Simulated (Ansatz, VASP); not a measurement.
**AlN: VASP beside Ansatz**

```xyz
4
Lattice="3.1110 0.0000 0.0000 -1.5555 2.6942 0.0000 0.0000 0.0000 4.8287" Properties=species:S:1:pos:R:3 pbc="T T T"
Al    0.0000    1.7961    0.0000
Al    1.5555    0.8981    2.4143
N     0.0000    1.7961    1.8590
N     1.5555    0.8981    4.2734
```

Change from the starting cell: strain +0.000 along x and y, -0.030 along z, atoms carried along.

Alike in both runs: task single point; functional PBEsol; k mesh 9 × 9 × 6; occupations gaussian, width 0.05 eV; no spin polarisation.

```csv
,VASP,Ansatz
version,VASP 6.6.1,Ansatz 0.2.0
potentials or method,"VASP PAW PBE potentials, release 64 (Al, N), cutoff 520 eV","scalar-relativistic, plane waves, PAW"
valence electrons in the cell,16,16
```

```csv
,VASP,Ansatz,Ansatz less VASP
gap on the k mesh at the Fermi level (eV),4.27,4.25,-0.016
least direct gap on the mesh (eV),4.27,4.25,-0.016
pressure (GPa),6.8,6.9,+0.02
"traceless stress, the component that is largest in VASP (GPa)",6.87,6.78,-0.097
rms of the force components (eV/Å),0.159,0.155,-0.0034
```

VASP's potentials were made for PBE, not for PBEsol. Atom by atom the forces differ by 0.003 eV/Å (rms over components).
